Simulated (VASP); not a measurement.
A run of VASP 6.6.1:

Contents of INCAR:

```
ALGO = Normal ; EDIFF = 1E-6
ENCUT = 520 ; GGA = PE
ISIF = 2 ; ISMEAR = 0
LASPH = T ; LCHARG = T
LELF = T ; LREAL = F
LVHAR = T ; LWAVE = F
NBANDS = 34 ; NELM = 100
PREC = Accurate ; SIGMA = 0.1
```

Contents of KPOINTS:

```
k-points
0
Gamma
  6 6 4
```

The input POSCAR:

```
GaGeO4
1.0
    4.8593319600      0.0000000000      0.0000000000
   -2.4296659800      4.2083049200      0.0000000000
    0.0000000000      0.0000000000      3.8317387200
Ga Ge O
1 1 4
Direct
    0.0000000000      0.0000000000      0.0000000000
    0.3333333300      0.6666666700      0.0000000000
    0.6666666700      0.3333333300      0.0000000000
    0.5016055000      0.0032110000      0.5000000000
    0.9967890000      0.4983945000      0.5000000000
    0.5016055000      0.4983945000      0.5000000000
```

Potentials or basis: VASP PAW PBE potentials, release 64 (Ga_d, Ge_d, O).

The run is started by

```console
$ cat potpaw_PBE.64/Ga_d/POTCAR potpaw_PBE.64/Ge_d/POTCAR potpaw_PBE.64/O/POTCAR > POTCAR
$ mpirun -np 1 vasp_std > vasp.out
```

Hardware: 1 thread of Intel(R) Xeon(R) Platinum 8488C (Sapphire Rapids) (shared host).

Problem. How long does it take, and how much memory?

Solution. It took 32 s on 1 thread of Intel(R) Xeon(R) Platinum 8488C (Sapphire Rapids), with other jobs on the host, peak memory 0.21 GiB. Counts: scf iterations 15, k points 21.
